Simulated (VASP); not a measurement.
**Pt: single point with PBE**

The system is Pt.

```
CELL_PARAMETERS angstrom
0.00000 1.98364 1.98364
1.98364 0.00000 1.98364
1.98364 1.98364 0.00000
ATOMIC_POSITIONS crystal
Pt 0.00000 0.00000 0.00000
```

```yaml
Program: VASP 6.6.1
Task: single point
Functional: PBE
Potentials_or_basis: VASP PAW PBE potentials, release 64 (Pt)
Cutoff: 520 eV
k_mesh: 8 × 8 × 8
Occupations: gaussian, width 0.1 eV
Spin: no spin polarisation
```

- Pressure: -0.7 GPa
- Band gap on the k mesh: zero (band 5 reaches 11.03 eV, above the bottom of band 6 at 8.94 eV)

Levels at points of the mesh, in eV from the Fermi level:
```tsv
k point	band 3	band 4	band 5	band 6	band 7	band 8
(0.00, 0.00, 0.00)	-3.54	-3.54	-1.51	-1.51	14.81	19.58
(0.50, 0.00, 0.00)	-3.60	-0.26	0.07	0.07	5.63	14.37
(0.50, 0.50, 0.00)	0.03	0.49	0.49	1.92	8.56	11.36
```

It took 5.1 s on 1 thread of Intel(R) Xeon(R) Platinum 8259CL CPU @ 2.50GHz (Skylake/Cascade Lake), with other jobs on the host, peak memory 0.14 GiB.

Caveat: spin-orbit coupling is left out, which moves the levels of the heavy elements.
